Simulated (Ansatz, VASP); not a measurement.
## Ti: VASP beside Ansatz

The input POSCAR:

```
Ti
1.0
   -1.6410000000      1.6410000000      1.6410000000
    1.6410000000     -1.6410000000      1.6410000000
    1.6410000000      1.6410000000     -1.6410000000
Ti
1
Direct
    0.0000000000      0.0000000000      0.0000000000
```

File INCAR.step1:

```
ALGO = Normal
EDIFF = 1E-5
ENCUT = 520
GGA = PE
ISIF = 2
ISMEAR = -1
LASPH = T
LCHARG = F
LREAL = F
LWAVE = T
NBANDS = 12
NELM = 100
PREC = Accurate
SIGMA = 0.05
```

Contents of INCAR.step2:

```
ALGO = Normal
EDIFF = 1E-6
ENCUT = 520
GGA = PE
HFSCREEN = 0.2079
ISIF = 2
ISMEAR = -1
ISTART = 1
LASPH = T
LCHARG = F
LHFCALC = T
LREAL = F
LWAVE = F
NBANDS = 12
NELM = 100
PREC = Accurate
PRECFOCK = Normal
SIGMA = 0.05
```

The input KPOINTS:

```
k-points
0
Gamma
  6 6 6
```

input.yaml

```yaml
crystal:
  lattice:
    - [-1.641, 1.641, 1.641]
    - [1.641, -1.641, 1.641]
    - [1.641, 1.641, -1.641]
  atoms:
    - { symbol: Ti, position: [0.0, 0.0, 0.0] }
hamiltonian:
  xc: hse06
  pseudopotentials: { kind: paw }
kpoints:
  mp_grid: { grid: [6, 6, 6] }
  band_path:
    path:
      - [[0.0, 0.0, 0.0], [0.5, -0.5, 0.5], [0.0, 0.0, 0.5], [0.0, 0.0, 0.0], [0.25, 0.25, 0.25], [0.5, -0.5, 0.5]]
      - [[0.25, 0.25, 0.25], [0.0, 0.0, 0.5]]
    npoints: 4
scf:
  occupations: { method: fermi_dirac, width: 0.05 }
  n_extra_bands: 6
output:
  forces: true
  stress: true
  eigenvalues: true
  fatbands: false
  write_density: true
  write_potential: true
  elf: true
  volumetric_format: npy
```

Alike in both runs: functional HSE06; k mesh 6 × 6 × 6; occupations fermi-dirac, width 0.05 eV; no spin polarisation.

|  | VASP | Ansatz |
| --- | --- | --- |
| version | VASP 6.6.1 | Ansatz 0.2.0 |
| potentials or method | VASP PAW PBE potentials, release 64 (Ti_sv) | Ansatz PAW |
| plane-wave cutoff (eV) | 520 | 420 |
| valence electrons in the cell | 12 | 12 |
| task | single point | band structure |

|  | VASP | Ansatz | Ansatz less VASP |
| --- | --- | --- | --- |
| gap on the k mesh at the Fermi level (eV) | none | none | - |
| pressure (GPa) | -2.7 | -2.2 | +0.46 |

A gap of «none» marks a metal or a gap that the smearing closes. The functional is the same, so the differences come from potentials, cutoffs and numerics.

The k mesh is coarse, so the values compare programs but aren't converged.
